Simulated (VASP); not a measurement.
SnSe: single point with PBE

The system is SnSe.

```
Sn Se
1.0
    -0.02282    2.97930    2.97930
     2.97930   -0.02282    2.97930
     2.97930    2.97930   -0.02282
Sn Se
1 1
Cartesian
  0.0000 0.0000 0.0000
  2.9679 2.9679 2.9679
```

This cell differs from its parent crystal: strain along [111] -1.1%.

```json
{
  "Program": "VASP 6.6.1",
  "Task": "single point",
  "Functional": "PBE",
  "Potentials or basis": "VASP PAW PBE potentials, release 64 (Sn_d, Se)",
  "Cutoff": "500 eV",
  "k mesh": "8 × 8 × 8",
  "Occupations": "fermi-dirac, width 0.02 eV",
  "Spin": "no spin polarisation",
  "Dipole correction": "no",
  "Further INCAR settings": "ALGO = Normal; EDIFF = 1e-06; NBANDS = 17"
}
```

| Quantity | Value |
| --- | --- |
| Pressure | 2.0 GPa |
| Band gap on the k mesh | 0.59 eV, indirect (least direct gap 0.67 eV) |

Stress tensor (GPa, compression positive):
```
1.97 0.14 0.14
0.14 1.97 0.14
0.14 0.14 1.97
```

Levels at points of the mesh, in eV from the valence-band top:
| k point | band 6 | band 7 | band 8 | band 9 | band 10 | band 11 | band 12 | band 13 | band 14 | band 15 |
| --- | --- | --- | --- | --- | --- | --- | --- | --- | --- | --- |
| (0.00, 0.00, 0.00) | -14.00 | -5.00 | -2.28 | -2.28 | -2.18 | 4.38 | 4.40 | 4.40 | 5.79 | 5.79 |
| (0.50, 0.00, 0.00) | -13.03 | -8.16 | -2.00 | -1.97 | 0.00 | 0.67 | 1.24 | 1.29 | 8.29 | 10.08 |
| (0.50, 0.50, 0.00) | -12.73 | -6.01 | -5.60 | -3.77 | -3.69 | 2.96 | 5.44 | 5.47 | 6.10 | 10.50 |
| (0.50, 0.50, 0.50) | -13.01 | -8.10 | -2.03 | -2.03 | -0.08 | 0.59 | 1.18 | 1.18 | 8.33 | 10.26 |

It took 110 s on 1 thread of AMD EPYC 7R13, with other jobs on the host, peak memory 0.18 GiB.

Caveat: the cell differs from its parent crystal (strain along [111] -1.1%); spin-orbit coupling is left out, which moves the levels of the heavy elements. A k mesh can miss the band edges.
